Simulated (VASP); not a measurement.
Set up this calculation in VASP 6.6.1, as the native input.

```yaml
Task: single point
Functional: PBE
Dispersion: D3(BJ)
Potentials_or_basis: VASP PAW PBE potentials, release 64 (As)
Cutoff: 520 eV
k_mesh: 9 × 9 × 1
Occupations: gaussian, width 0.02 eV
Spin: no spin polarisation
Dipole_correction: yes
Further_INCAR_settings: ALGO = Normal; EDIFF = 1e-06; NBANDS = 12
```

The structure of As lies in POSCAR:

```
As
1.0
    3.5716238352      0.0000000000      0.0000000000
   -1.7858119176      3.0312546345      0.0000000000
    0.0000000000      0.0000000000     28.5742411176
As
2
Direct
    0.3326450591      0.6652901182      0.4753691678
    0.6673549409      0.3347098818      0.5246308322
```

This cell differs from its parent crystal: strain along y -0.020, then relaxed in part.

These files were run (other wordings do the same):

INCAR

```
SYSTEM = As
PREC = Accurate
ENCUT = 520
EDIFF = 1E-6
ISMEAR = 0
SIGMA = 0.02
LREAL = .FALSE.
LASPH = .TRUE.
NELM = 60
ALGO = Normal
ISIF = 2
LWAVE = .FALSE.
LCHARG = .FALSE.
LDIPOL = .TRUE.
IDIPOL = 3
DIPOL = 0.5 0.5 0.500
GGA = PE
IVDW = 12
NBANDS = 12
```

KPOINTS

```
regular mesh
0
G
  9 9 1
  0 0 0
```

Potentials or basis: VASP PAW PBE potentials, release 64 (As).

Run with:

```sh
$ cat potpaw_PBE.64/As/POTCAR > POTCAR
$ mpirun -np 1 vasp_std > vasp.out
```

It gave:

```
Largest force              : 0.093 eV/Å
Band gap on the k mesh     : 1.25 eV (least direct gap 2.02 eV)
Dispersion energy per atom : -0.216 eV
```

Caveat: the cell differs from its parent crystal (strain along y -0.020, then relaxed in part).

Run time: 4.1 min on 1 thread of Intel Xeon 8259CL, on a shared host, peak memory 0.45 GiB.
